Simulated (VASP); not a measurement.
Runs of VASP 6.6.1 on Fe. The structure is that of space group Pm-3m (No. 221), or close to it. The cells are those of the table. 

| task | spin | cell | k mesh | cutoff (eV) | smearing | gap on the mesh (eV) | pressure (GPa) | moment (μB) |
| --- | --- | --- | --- | --- | --- | --- | --- | --- |
| single point | collinear, ferromagnetic start | a = 2.406 Å, 1 atom | 21 × 21 × 21 | 520 | fermi-dirac 0.05 eV | none | 0.0 | 2.42 |
| single point | off | a = 2.362 Å, 1 atom | 15 × 15 × 15 | 520 | fermi-dirac 0.1 eV | none | (c) | - |
| single point | collinear, ferromagnetic start | a = 2.406 Å, 1 atom | 15 × 15 × 15 | 520 | fermi-dirac 0.05 eV | none | (a) | 2.36 |
| relaxation of cell and atoms | collinear, ferromagnetic start | relaxed from a = 2.334 Å, 1 atom | 13 × 13 × 13 | 600 | fermi-dirac 0.05 eV | none | -0.1 | 2.44 |
| single point | off | a = 2.271 Å, 1 atom | 15 × 15 × 15 | 520 | fermi-dirac 0.1 eV | none | 7.7 | - |
| single point | collinear, ferromagnetic start | a = 2.499 Å, 1 atom | 15 × 15 × 15 | 520 | fermi-dirac 0.05 eV | none | -8.5 | 2.65 |
| single point | collinear, ferromagnetic start | a = 2.406 Å, 1 atom | 13 × 13 × 13 | 520 | fermi-dirac 0.05 eV | none | 0.0 | 2.44 |
| single point | collinear, ferromagnetic start | a = 2.374 Å, 1 atom | 15 × 15 × 15 | 520 | fermi-dirac 0.05 eV | none | (b) | 2.32 |

Alike in all rows: level BLYP; potentials or basis VASP PAW PBE potentials, release 64 (Fe).

Estimate the missing entries.

(a) -0.7; (b) 4.5; (c) -11.9.

Caveats: the PAW data sets were made with another functional, which shifts forces and pressure a little.

A gap of «none» marks levels without a gap at the run's occupations.
